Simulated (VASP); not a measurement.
# La36HO54 (a cell with a defect) in VASP: single point with PBE

Aim: the single point of La36HO54 (a cell with a defect) with PBE.

All numbers are computed with VASP 6.6.1; they aren't measurements. Logs are shortened: lines on timing, memory, paths and dates and some standing lists are left out, and cuts for length are marked.

## 1. The cell of the first run

The cell holds a defect, 91 atoms: a = 11.822 Å, b = 11.822 Å, c = 12.376 Å, α = 90.00°, β = 90.00°, γ = 120.00°.

## 2. Single point, PBE

The input, INCAR:

```
PREC = Accurate
ENCUT = 520
EDIFF = 1E-6
ISMEAR = -1
SIGMA = 0.01
LREAL = Auto
LASPH = True
NELM = 60
ALGO = Normal
ISIF = 2
LWAVE = False
LCHARG = True
GGA = PE
LELF = True
LVHAR = True
NBANDS = 412
NELECT = 720.0
```

The input, KPOINTS:

```
regular mesh
0
Gamma
  1 1 1
```

The input, POSCAR:

```
La36HO54
1.0
   11.8217180600     -0.0000000900      0.0000000000
   -5.9108589500     10.2379082000      0.0000000000
    0.0000000000      0.0000000000     12.3757188400
La O H
36 54 1
Direct
    0.2217302173      0.1086684895      0.3762729309
    0.1137929164      0.2214322463      0.1242908812
    0.2210709160      0.1090914275      0.8738694810
    0.1098017456      0.2221192030      0.6219530437
    0.2200899767      0.4407949292      0.3768274037
    0.1105304881      0.5535131688      0.1250078496
    0.2210139444      0.4417450256      0.8768966183
    0.1102363045      0.5535336808      0.6239154347
    0.2204750944      0.7757054336      0.3767695485
    0.1140405659      0.8880131402      0.1241952908
    0.2213156768      0.7758842788      0.8775225214
    0.1098180545      0.8842066986      0.6225286062
    0.5544238735      0.1070263601      0.3765490361
    0.4446202984      0.2198538018      0.1247299668
    0.5563458477      0.1109833208      0.8770121672
    0.4433953488      0.2199219798      0.6231027951
    0.5540900835      0.4437676097      0.3762405287
    0.4405093262      0.5474016694      0.1232021364
    0.5573589706      0.4421441335      0.8767718579
    0.4429446630      0.5496662922      0.6283985682
    0.5442550208      0.7707073452      0.4012286530
    0.4429384944      0.8886256706      0.1240496831
    0.5551865890      0.7751029698      0.8766198667
    0.4426662649      0.8890414782      0.6288719953
    0.8831913940      0.1016076780      0.3729412456
    0.7773628200      0.2194645650      0.1240890343
    0.8895461992      0.1138985677      0.8733442590
    0.7780598673      0.2221180368      0.6224601657
    0.8877397825      0.4419475142      0.3759030938
    0.7772985872      0.5543358037      0.1238764406
    0.8904023041      0.4428713358      0.8769719271
    0.7785166748      0.5520765531      0.6223562526
    0.8833258420      0.7776149116      0.3725888621
    0.7963841870      0.8973588054      0.1041333450
    0.8889604386      0.7712557024      0.8738340891
    0.7791132116      0.8873366407      0.6269833777
    0.2232998614      0.1094348570      0.1794846852
    0.1087452049      0.2181065669      0.3243743698
    0.0035028285      0.0012374598      0.0035212500
    0.2191849882      0.1078464466      0.6730677311
    0.1118855219      0.2206787721      0.8217736789
   -0.0158324656     -0.0101621346      0.4943421129
    0.2212682409      0.4420243795      0.1784669665
    0.1100182906      0.5532719086      0.3231961756
    0.0006297798      0.3321094440     -0.0021106653
    0.2213440549      0.4419059960      0.6783331222
    0.1128662626      0.5547315818      0.8241608534
    0.0002646518      0.3322812564      0.5020556850
    0.2225957890      0.7758250870      0.1780928468
    0.1086900685      0.8863082998      0.3236905308
    0.0012065902      0.6647294415     -0.0015228206
    0.2213741817      0.7761774051      0.6791335605
    0.1120129499      0.8879204455      0.8229395102
    0.0005269024      0.6638940169      0.5028427100
    0.5551103469      0.1083602264      0.1786167760
    0.4443928789      0.2202957866      0.3248311514
    0.3346099522     -0.0035357779      0.0044879817
    0.5552945155      0.1102413724      0.6777311369
    0.4417554698      0.2189999164      0.8228304256
    0.3327153879     -0.0044077334      0.5001985000
    0.5547673036      0.4422508936      0.1781038361
    0.4440082103      0.5568148228      0.3232572630
    0.3325261908      0.3328150598      0.0043538481
    0.5558775118      0.4414661630      0.6776595451
    0.4441859420      0.5523863791      0.8245563051
    0.3334569577      0.3338868608      0.5005604992
    0.5639555137      0.7773421968      0.1739023832
    0.4445560875      0.8836304119      0.3229405945
    0.3402078368      0.6673473621      0.0048699393
    0.5544103690      0.7752118787      0.6769973614
    0.4445777269      0.8875365810      0.8250301362
    0.3327536119      0.6653038782      0.5008694913
    0.8906363687      0.1088293681      0.1749805428
    0.7774694800      0.2186335359      0.3231164227
    0.6696410215      0.0007334565      0.0000097772
    0.8884804737      0.1100083199      0.6775808426
    0.7771986107      0.2213716929      0.8218817938
    0.6646734595     -0.0063376169      0.4999419492
    0.8880665500      0.4421918024      0.1767226638
    0.7772927223      0.5550160207      0.3229435843
    0.6645134763      0.3299555919     -0.0002156642
    0.8898561684      0.4426266569      0.6780831973
    0.7780051835      0.5516336892      0.8214813322
    0.6690458415      0.3323294167      0.5014243682
    0.8906633317      0.7784069680      0.1737154850
    0.7580250047      0.8759415393      0.3105674951
    0.6701083213      0.6627300155     -0.0029707365
    0.8885972772      0.7745184783      0.6781042062
    0.7796944996      0.8879204514      0.8274196540
    0.6647357866      0.6673529325      0.5003693183
    0.6345345143      0.8063028009      0.2307032858
```

Potentials or basis: VASP PAW PBE potentials, release 64 (La, O, H).

Launch:

```bash
> cat potpaw_PBE.64/La/POTCAR potpaw_PBE.64/O/POTCAR potpaw_PBE.64/H/POTCAR > POTCAR
> mpirun -np 1 vasp_gam > vasp.out
```

OUTCAR:

```text
PREC = Accurate
   ENCUT = 520
   EDIFF = 1E-6
   ISMEAR = -1
   LREAL = Auto
   LASPH = True
   NELM = 60
   ISIF = 2
   GGA = PE
   NELECT = 720.0

 ion  position               nearest neighbor table
   1  0.222  0.109  0.376-  38 2.37  56 2.37  50 2.37  37 2.44  60 2.76  66 2.77
   2  0.114  0.221  0.124-  43 2.36  37 2.37  73 2.37  38 2.48  63 2.69  39 2.70  45 2.77
   3  0.221  0.109  0.874-  59 2.35  41 2.35  53 2.35  40 2.49  39 2.75  63 2.80  57 2.82
   4  0.110  0.222  0.622-  46 2.36  76 2.37  40 2.38  41 2.47  48 2.69  66 2.74
   5  0.220  0.441  0.377-  38 2.37  44 2.37  62 2.39  43 2.45  66 2.73  48 2.73  72 2.76
   6  0.111  0.554  0.125-  79 2.37  49 2.37  43 2.37  44 2.45  51 2.75  45 2.76  69 2.78
   7  0.221  0.442  0.877-  47 2.36  41 2.36  65 2.37  46 2.46  45 2.71  63 2.75  69 2.80
   8  0.110  0.554  0.624-  82 2.35  46 2.38  52 2.38  47 2.48  54 2.71  48 2.72  72 2.74
   9  0.220  0.776  0.377-  50 2.37  44 2.37  68 2.39  49 2.46  60 2.72  54 2.74  72 2.75
  10  0.114  0.888  0.124-  49 2.36  85 2.37  37 2.37  50 2.47  57 2.70  39 2.73  51 2.77
  11  0.221  0.776  0.878-  47 2.36  53 2.36  71 2.38  52 2.46  51 2.71  57 2.75  69 2.81
  12  0.110  0.884  0.623-  52 2.35  88 2.37  40 2.37  53 2.48  54 2.70  60 2.74
  13  0.554  0.107  0.377-  56 2.37  74 2.38  68 2.38  55 2.45  60 2.74  78 2.75  84 2.78
  14  0.445  0.220  0.125-  37 2.37  55 2.37  61 2.37  56 2.48  57 2.73  81 2.73  63 2.74
  15  0.556  0.111  0.877-  77 2.36  59 2.38  71 2.38  58 2.47  81 2.71  75 2.75  57 2.76
  16  0.443  0.220  0.623-  64 2.37  58 2.37  40 2.38  59 2.47  66 2.75  60 2.75  84 2.76
  17  0.554  0.444  0.376-  56 2.37  62 2.38  80 2.38  61 2.45  66 2.73  90 2.76  84 2.79
[... 14 lines left out ...]
  28  0.778  0.222  0.622-  82 2.36  76 2.38  58 2.38  77 2.47  84 2.70  48 2.72  78 2.79
  29  0.888  0.442  0.376-  44 2.37  74 2.38  80 2.38  79 2.47  84 2.73  48 2.76  54 2.76
  30  0.777  0.554  0.124-  79 2.37  61 2.38  85 2.38  80 2.46  87 2.71  81 2.76  51 2.77
  31  0.890  0.443  0.877-  83 2.37  77 2.37  47 2.37  82 2.46  45 2.71  51 2.72  81 2.77
  32  0.779  0.552  0.622-  82 2.36  88 2.38  64 2.38  83 2.46  84 2.70  54 2.71  90 2.79
  33  0.883  0.778  0.373-  80 2.36  50 2.39  86 2.42  85 2.46  42 2.64  90 2.74
  34  0.796  0.897  0.104-  91 2.28  73 2.34  85 2.35  39 2.46  67 2.53  86 2.58  75 2.69  87 2.75
                            27 3.62  35 3.63
  35  0.889  0.771  0.874-  83 2.34  53 2.37  89 2.38  88 2.42  87 2.71  51 2.72  34 3.63
  36  0.779  0.887  0.627-  88 2.36  76 2.36  70 2.38  89 2.48  42 2.66  90 2.74  78 2.75
  37  0.223  0.109  0.179-  14 2.37  10 2.37   2 2.37   1 2.44
  38  0.109  0.218  0.324-   1 2.37   5 2.37  25 2.39   2 2.48
  39  0.004  0.001  0.004-  34 2.46   2 2.70  10 2.73   3 2.75  27 2.82
  40  0.219  0.108  0.673-  12 2.37   4 2.38  16 2.38   3 2.49
  41  0.112  0.221  0.822-   3 2.35   7 2.36  27 2.36   4 2.47
  42  0.984  0.990  0.494-  33 2.64  25 2.65  36 2.66
  43  0.221  0.442  0.178-  18 2.35   2 2.36   6 2.37   5 2.45
  44  0.110  0.553  0.323-  29 2.37   9 2.37   5 2.37   6 2.45
  45  0.001  0.332  0.998-   7 2.71  31 2.71  27 2.71   6 2.76  26 2.77   2 2.77
  46  0.221  0.442  0.678-  20 2.35   4 2.36   8 2.38   7 2.46
  47  0.113  0.555  0.824-   7 2.36  11 2.36  31 2.37   8 2.48
[... 346 lines left out ...]
   NELECT =     720.0000    total number of electrons
   NUPDOWN=      -1.0000    fix difference up-down
   EMIN   =  10.00;   EMAX   =-10.00  energy-range for DOS
   EFERMI =   0.00;   METHOD = LEGACY
   ISMEAR =    -1;   SIGMA  =   0.01  broadening in eV -4-tet -1-fermi 0-gaus
   EFERMI_NEDOS =   21; number of points for ismear=-14 and -15
   IALGO  =     38    algorithm
   IMIX   =      4    mixing-type and parameters
     AMIX     =   0.40;   BMIX     =  1.00
     AMIX_MAG =   1.60;   BMIX_MAG =  1.00
  volume/ion in A,a.u.               =      16.46       111.08
  Fermi-wavevector in a.u.,A,eV,Ry     =   1.282424  2.423430 22.376289  1.644611
  Thomas-Fermi vector in A             =   2.414736
   LORBIT       =      0    0 simple, 1 ext, 2 COOP (PROOUT), +10 PAW based schemes
   GGA     = PE    functional components
[... 5 lines left out ...]
 non-spin polarized calculation
  energy-cutoff  :      520.00
  volume of cell :     1497.83
 maximum number of plane-waves:     20145
 NGX is ok and might be reduce to    90
   NGX = 43   NGY = 43   NGZ = 47

 number of electron     720.0000018 magnetization

 Free energy of the ion-electron system (eV)
  ---------------------------------------------------
  ext. energy  EPLUGINS =         0.00000000
  ---------------------------------------------------
  free energy    TOTEN  =      -763.34700998 eV

  energy without entropy =     -763.34700998  energy(sigma->0) =     -763.34700998

 E-fermi :   6.0520     XC(G=0): -10.3797

 val. band max:        5.7796040419   @ k =   0.0000   0.0000   0.0000
 cond. band min:       9.6725219300   @ k =   0.0000   0.0000   0.0000
 fundamental gap:      3.8929178881
 Fermi energy:         6.0520263673

 k-point     1 :       0.0000    0.0000    0.0000
  band No.  band energies     occupation
      1     -24.0616      2.00000
      2     -23.9891      2.00000
      3     -23.9604      2.00000
      4     -23.9495      2.00000
      5     -23.9387      2.00000
      6     -23.9306      2.00000
[... 364 lines left out ...]
    371      10.1034      0.00000
    372      10.1404      0.00000
 [bands above 372 left out]

------------------------ aborting loop because EDIFF is reached ----------------------------------------

  FORCE on cell =-STRESS in cart. coord.  units (eV):
  Direction    XX          YY          ZZ          XY          YZ          ZX
  --------------------------------------------------------------------------------------
  -------------------------------------------------------------------------------------
  Total      -11.6468649    -10.8347176     -6.8585729     -0.5533681     -1.5164110     -2.7445790
  in kB      -12.4582591    -11.5895325     -7.3363844     -0.5919192     -1.6220538     -2.9357837
  external PRESSURE =     -10.4613920 kB  Pullay stress =       0.0000000 kB

 VOLUME and BASIS-vectors are now :
 -----------------------------------------------------------------------------
  energy-cutoff  :      520.00
  volume of cell :     1497.83
      direct lattice vectors                 reciprocal lattice vectors
    11.821718060 -0.000000090  0.000000000     0.084590074  0.048838101  0.000000000
    -5.910858950 10.237908200  0.000000000     0.000000001  0.097676203  0.000000000
     0.000000000  0.000000000 12.375718840     0.000000000  0.000000000  0.080803387

 POSITION                                       TOTAL-FORCE (eV/Angst)
 -----------------------------------------------------------------------------------
      1.97891      1.11254      4.65665        -0.003698     -0.001819     -0.013688
      0.03637      2.26700      1.53819        -0.004886      0.000259      0.007620
      1.96861      1.11687     10.81476         0.000449     -0.002270     -0.015359
     -0.01487      2.27404      7.69712         0.000665     -0.001299      0.018331
     -0.00363      4.51282      4.66351        -0.008574     -0.008858     -0.011541
     -1.96508      5.66682      1.54706        -0.002592     -0.007066      0.004275
[... 83 lines left out ...]
      3.91369      6.83230      6.19243        -0.005040     -0.002845     -0.004158
      2.73535      8.25485      2.85512         0.072549      0.133471      0.093554
 -----------------------------------------------------------------------------------
    total drift:                                0.005255     -0.021943      0.020699

  FREE ENERGIE OF THE ION-ELECTRON SYSTEM (eV)
  ---------------------------------------------------
  free  energy   TOTEN  =      -763.3470099768 eV

  energy  without entropy=     -763.3470099768  energy(sigma->0) =     -763.34700998
```

It took 69 min on 1 thread of AMD EPYC 7R43 (Zen 3), shared host; peak memory 1.5 GiB.

Results:

| Property | Result |
| --- | --- |
| Free energy | -763.3470 eV |
| Largest force | 0.178 eV/Å |

Forces on the atoms (eV/Å):
```
La  -0.004 -0.002 -0.014
La  -0.005  0.000  0.008
La   0.000 -0.002 -0.015
La   0.001 -0.001  0.018
La  -0.009 -0.009 -0.012
La  -0.003 -0.007  0.004
La   0.004  0.005 -0.011
La   0.000  0.003  0.024
La  -0.007 -0.003 -0.009
La  -0.003  0.001  0.009
La   0.002 -0.004 -0.017
La  -0.001 -0.006  0.018
La   0.001  0.001 -0.011
La  -0.001  0.001  0.009
La   0.004  0.003 -0.019
La  -0.001 -0.003  0.021
La   0.003  0.002 -0.011
La   0.001  0.009  0.018
La   0.002  0.005 -0.013
La  -0.001 -0.004  0.025
La  -0.008 -0.009  0.000
La   0.004 -0.004  0.008
La   0.001 -0.001 -0.016
La  -0.004  0.000  0.024
La  -0.002 -0.005 -0.017
La   0.007  0.006  0.003
La  -0.004  0.000 -0.014
La   0.000  0.005  0.023
La   0.003 -0.004 -0.011
La   0.005  0.000  0.000
La  -0.006  0.003 -0.010
La   0.004  0.002  0.024
La  -0.003 -0.001 -0.014
La   0.021  0.014 -0.030
La  -0.001 -0.012 -0.015
La  -0.001  0.002  0.020
O    0.000  0.003 -0.007
O   -0.002 -0.005  0.000
O    0.004 -0.004 -0.001
O    0.000  0.000 -0.002
O    0.002 -0.003  0.006
O   -0.010 -0.005 -0.015
O    0.006  0.003 -0.001
O   -0.001 -0.004  0.004
O    0.003 -0.002  0.004
O    0.001 -0.003 -0.003
O    0.010  0.001  0.007
O    0.001  0.000 -0.003
O    0.000 -0.003 -0.005
O   -0.004 -0.005  0.005
O    0.005  0.001  0.004
O    0.001  0.000 -0.004
O    0.004  0.002  0.002
O   -0.002  0.002 -0.015
O    0.001 -0.004 -0.005
O    0.002 -0.002  0.007
O   -0.007  0.004  0.000
O    0.000  0.000 -0.005
O   -0.005 -0.007  0.001
O    0.001 -0.001 -0.005
O    0.001 -0.001  0.003
O   -0.003 -0.013  0.019
O    0.006  0.001  0.006
O   -0.002 -0.005 -0.009
O    0.001 -0.001 -0.002
O   -0.001 -0.011  0.000
O   -0.066 -0.020 -0.059
O    0.004 -0.006  0.009
O    0.013  0.010  0.012
O   -0.002 -0.007 -0.011
O   -0.002  0.002  0.002
O    0.001  0.000 -0.006
O    0.001 -0.005 -0.006
O    0.000 -0.008  0.002
O    0.000  0.004  0.004
O    0.001  0.002 -0.002
O   -0.001 -0.001 -0.001
O    0.004 -0.006 -0.011
O    0.000 -0.006 -0.004
O   -0.001  0.001  0.005
O   -0.008 -0.008  0.009
O    0.002 -0.005 -0.006
O   -0.005  0.001  0.005
O    0.001  0.002 -0.012
O    0.005  0.000 -0.007
O   -0.015 -0.008 -0.005
O   -0.007  0.005  0.015
O    0.001 -0.001 -0.007
O   -0.005  0.002  0.001
O   -0.005 -0.003 -0.004
H    0.073  0.133  0.094
```

Caveat: the k points lie up to 0.61 Å⁻¹ apart; the cell carries a net charge on a neutralising background, which shifts energy and pressure; the cell is charged against a uniform background, so pressure and absolute levels hang on convention; spin-orbit coupling is left out, which moves the levels of the heavy elements.
